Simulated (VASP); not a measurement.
Set up this calculation in VASP 6.6.1, as the native input.

* Task: single point
* Functional: BLYP
* Dispersion: D3(BJ)
* Potentials or basis: VASP PAW PBE potentials, release 64 (Mn_pv, S)
* Cutoff: 500 eV
* k mesh: 8 × 8 × 8
* Occupations: gaussian, width 0.05 eV
* Spin: collinear spin, ferromagnetic start
* Starting moments: [4.59, 0.0] μB
* Dipole correction: no
* Further INCAR settings: ALGO = Normal; EDIFF = 1e-06; NBANDS = 20

The structure of MnS lies in POSCAR:

```
MnS
1.0
    0.0000000000      2.5688768839      2.5688768839
    2.5688768839      0.0000000000      2.5688768839
    2.5688768839      2.5688768839      0.0000000000
Mn S
1 1
Direct
    0.0000000000      0.0000000000      0.0000000000
    0.5000000000      0.5000000000      0.5000000000
```

The input as run:

INCAR

```
PREC = Accurate
ENCUT = 500
EDIFF = 1E-6
ISMEAR = 0
SIGMA = 0.05
LREAL = False
LASPH = True
NELM = 200
ALGO = Normal
ISIF = 2
LWAVE = False
LCHARG = True
ISPIN = 2
MAGMOM = 4.59 0
LORBIT = 11
LMAXMIX = 4
GGA = B5
ALDAX = 1.0
AGGAX = 1.0
AGGAC = 1.0
ALDAC = 0.0
IVDW = 12
VDW_S6 = 1.0
VDW_S8 = 2.6996
VDW_A1 = 0.4298
VDW_A2 = 4.2359
LELF = True
LVHAR = True
NBANDS = 20
GGA_COMPAT = False
```

KPOINTS

```
Automatic mesh
0
Gamma
  8 8 8
```

Potentials or basis: VASP PAW PBE potentials, release 64 (Mn_pv, S).

Run with:

```sh
$ cat potpaw_PBE.64/Mn_pv/POTCAR potpaw_PBE.64/S/POTCAR > POTCAR
$ mpirun -np 1 vasp_std > vasp.out
```

Results of the run:

```yaml
Pressure: -4.8 GPa
Net_moment: 4.57 μB per cell
Site_moments: Mn +4.13; S +0.12 μB
Valence_electrons_inside_the_program's_atomic_spheres: Mn 11.39; S 3.78
Dispersion_energy_per_atom: -0.950 eV
```

Caveat: the cell stands under tension; the PAW data sets were made with another functional, which shifts forces and pressure a little; a cell with one magnetic atom can't hold antiferromagnetic order, which such compounds often take.

Run time: 97 s on 1 thread of Intel Xeon 8259CL (shared host), peak memory 0.19 GiB.
